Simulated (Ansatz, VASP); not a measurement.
**Al: VASP beside Ansatz**

Contents of INCAR:

```
PREC = Accurate
ENCUT = 520
EDIFF = 1E-6
ISMEAR = 0
SIGMA = 0.15
LREAL = False
LASPH = True
NELM = 60
ALGO = Fast
ISIF = 2
LWAVE = False
LCHARG = False
GGA = PE
NBANDS = 8
```

The input KPOINTS:

```
Automatic mesh
0
Gamma
  20 20 20
```

POSCAR

```
Al
1.0
    0.0000000000      2.0189200500      2.0239800000
    2.0290399500      0.0000000000      2.0239800000
    2.0290399500      2.0189200500      0.0000000000
Al
1
Direct
    0.0000000000      0.0000000000      0.0000000000
```

Input for Ansatz:

```yaml
crystal:
  lattice:
    - [0.0, 2.01892005, 2.02398]
    - [2.02903995, 0.0, 2.02398]
    - [2.02903995, 2.01892005, 0.0]
  atoms:
    - { symbol: Al, position: [0.0, 0.0, 0.0] }
basis:
  ecutwfc: 420
kpoints:
  mp_grid: { grid: [20, 20, 20] }
hamiltonian:
  xc: pbe
scf:
  occupations: { method: gaussian, width: 0.15 }
output:
  forces: true
  stress: true
  eigenvalues: true
```

Change from the starting cell: strain +0.0025 x Voigt [1, -1, 0, 0, 0, 0], atoms carried along.

Alike in both runs: task single point; functional PBE; k mesh 20 × 20 × 20; occupations gaussian, width 0.15 eV; no spin polarisation.

|  | VASP | Ansatz |
| --- | --- | --- |
| version | VASP 6.6.1 | Ansatz 0.2.0 |
| potentials or method | VASP PAW PBE potentials, release 64 (Al), cutoff 520 eV | scalar-relativistic, plane waves, PAW |
| valence electrons in the cell | 3 | 3 |

Ansatz gave:

| Property | Result |
| --- | --- |
| gap on the k mesh at the Fermi level (eV) | none |
| pressure (GPa) | -0.4 |

Q: Estimate VASP's values.

A: gap on the k mesh at the Fermi level (eV): none; pressure (GPa): -0.5.

A gap of «none» marks a metal or a gap that the smearing closes. The functional is the same, so the differences come from potentials, cutoffs and numerics.
